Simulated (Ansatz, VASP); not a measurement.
# One calculation of BaS, two programs

```
Ba S
1.0
     3.80245   -0.03131   -0.03131
    -0.03131    3.80245   -0.03131
    -0.03131   -0.03131    3.80245
Ba S
1 1
Direct
  0.00000 0.00000 0.00000
  0.50000 0.50000 0.50000
```

Change from the starting cell: shear_111 strain -2.5%.

Alike in both runs: task single point; functional PBE; k mesh 6 × 6 × 6; occupations fermi-dirac, width 0.02 eV; no spin polarisation.

|  | VASP | Ansatz |
| --- | --- | --- |
| version | VASP 6.6.1 | Ansatz 0.2.0 |
| potentials or method | VASP PAW PBE potentials, release 64 (Ba_sv, S) | plane waves, PAW |
| plane-wave cutoff (eV) | 520 | 420 |
| valence electrons in the cell | 16 | 16 |

```csv
,VASP,Ansatz,Ansatz less VASP
gap on the k mesh at the Fermi level (eV),1.40,1.53,+0.137
pressure (GPa),2.6,1.5,-1.02
"traceless stress, the component that is largest in VASP (GPa)",0.29,0.25,-0.044
```

Neither program's run includes spin-orbit coupling.
